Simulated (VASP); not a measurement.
Write the native input for VASP 6.6.1 that does the following.

```yaml
Task: relaxation of cell and atoms
Functional: PBE
Dispersion: D3(BJ)
Potentials_or_basis: VASP PAW PBE potentials, release 64 (Pt, S)
Cutoff: 600 eV
k_mesh: 12 × 12 × 2
Occupations: fermi-dirac, width 0.02 eV
Spin: no spin polarisation
Dipole_correction: no
Further_INCAR_settings: ALGO = Normal; EDIFF = 1e-06; IBRION = 2; EDIFFG = -0.005; NSW = 80; ISIF = 3
```

The structure of PtS2 lies in POSCAR:

```
PtS2
1.0
    3.2382587000      0.0000000000      0.0000000000
   -1.6191293500      2.8044142982      0.0000000000
    0.0000000000      0.0000000000     12.1585288000
Pt S
2 4
Direct
    0.3333333333      0.6666666667      0.2500000000
    0.6666666667      0.3333333333      0.7500000000
    0.6666666667      0.3333333333      0.3800224909
    0.6666666667      0.3333333333      0.1199775091
    0.3333333333      0.6666666667      0.8800224909
    0.3333333333      0.6666666667      0.6199775091
```

The input as run:

INCAR

```
SYSTEM = PtS2
PREC = Accurate
ENCUT = 600
EDIFF = 1E-6
ISMEAR = -1
SIGMA = 0.02
LREAL = .FALSE.
LASPH = .TRUE.
NELM = 60
ALGO = Normal
ISIF = 3
LWAVE = .FALSE.
LCHARG = .FALSE.
GGA = PE
IVDW = 12
IBRION = 2
NSW = 80
EDIFFG = -0.005
```

KPOINTS

```
Automatic mesh
0
G
  12 12 2
  0 0 0
```

Potentials or basis: VASP PAW PBE potentials, release 64 (Pt, S).

The run is started by

```console
$ cat potpaw_PBE.64/Pt/POTCAR potpaw_PBE.64/S/POTCAR > POTCAR
$ mpirun -np 1 vasp_std > vasp.out
```

Results of the run:

```yaml
Relaxed_volume: 17.72 Å³/atom
Relaxed_cell: a = 3.428 Å, b = 3.428 Å, c = 10.446 Å, α = 90.00°, β = 90.00°, γ = 120.00°
Space_group_after_relaxing_to_0.1_Å: P6_3/mmc (No. 194)
Energy_gained_by_relaxing: 107.7 meV/atom
Ionic_steps: 28
Pressure_after_relaxing: 0.0 GPa
Band_gap_on_the_k_mesh: zero (bands 22 and 23 overlap by 0.59 eV)
Dispersion_energy_per_atom: -0.436 eV
```

Caveat: spin-orbit coupling is left out, which moves the levels of the heavy elements.

Run time: 17 min on 1 thread of Intel(R) Xeon(R) Platinum 8488C (Sapphire Rapids), with other jobs on the host, peak memory 0.36 GiB.
